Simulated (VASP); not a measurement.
A run of VASP 6.6.1 is set up as follows.

Contents of INCAR:

```
ALGO = Normal
EDIFF = 1E-6
ENCUT = 520
GGA = PS
ISIF = 2
ISMEAR = -1
ISPIN = 2
LASPH = True
LCHARG = False
LDAU = True
LDAUJ = 0 0
LDAUL = 2 -1
LDAUPRINT = 1
LDAUTYPE = 2
LDAUU = 2.9 0
LMAXMIX = 4
LORBIT = 11
LREAL = False
LWAVE = False
MAGMOM = 4.2 4.2 4.2 4.2 4.2 4.2 0 0 0 0 0 0 0 0
NBANDS = 68
NELM = 150
PREC = Accurate
SIGMA = 0.05
```

File KPOINTS:

```
k-points
0
Gamma
  3 3 3
```

The input POSCAR:

```
Co3O4
1.0
    0.0000000000      4.0589000000      4.0589000000
    4.0589000000      0.0000000000      4.0589000000
    4.0589000000      4.0589000000      0.0000000000
Co O
6 8
Direct
    0.7500000000      0.7500000000      0.7500000000
    0.5000000000      0.5000000000      0.5000000000
    0.1250000000      0.1250000000      0.1250000000
    0.6250000000      0.1250000000      0.1250000000
    0.1250000000      0.1250000000      0.6250000000
    0.1250000000      0.6250000000      0.1250000000
    0.8875000000      0.8875000000      0.8875000000
    0.9125000000      0.3625000000      0.3625000000
    0.8875000000      0.8875000000      0.3375000000
    0.3625000000      0.9125000000      0.3625000000
    0.3375000000      0.8875000000      0.8875000000
    0.3625000000      0.3625000000      0.3625000000
    0.8875000000      0.3375000000      0.8875000000
    0.3625000000      0.3625000000      0.9125000000
```

Potentials or basis: VASP PAW PBE potentials, release 64 (Co, O).

Command:

```bash
$ cat potpaw_PBE.64/Co/POTCAR potpaw_PBE.64/O/POTCAR > POTCAR
$ mpirun -np 1 vasp_std > vasp.out
```

(1) Estimate the site moments.

(2) What does it give for the net moment?

(3) Estimate the pressure.

Results:

(1) Co +2.78, +2.19 (each value once); O +0.17 μB.

(2) 15.91 μB per cell.

(3) 4.6 GPa.

Caveat: the k points lie up to 0.45 Å⁻¹ apart; the PAW data sets were made with another functional, which shifts forces and pressure a little.
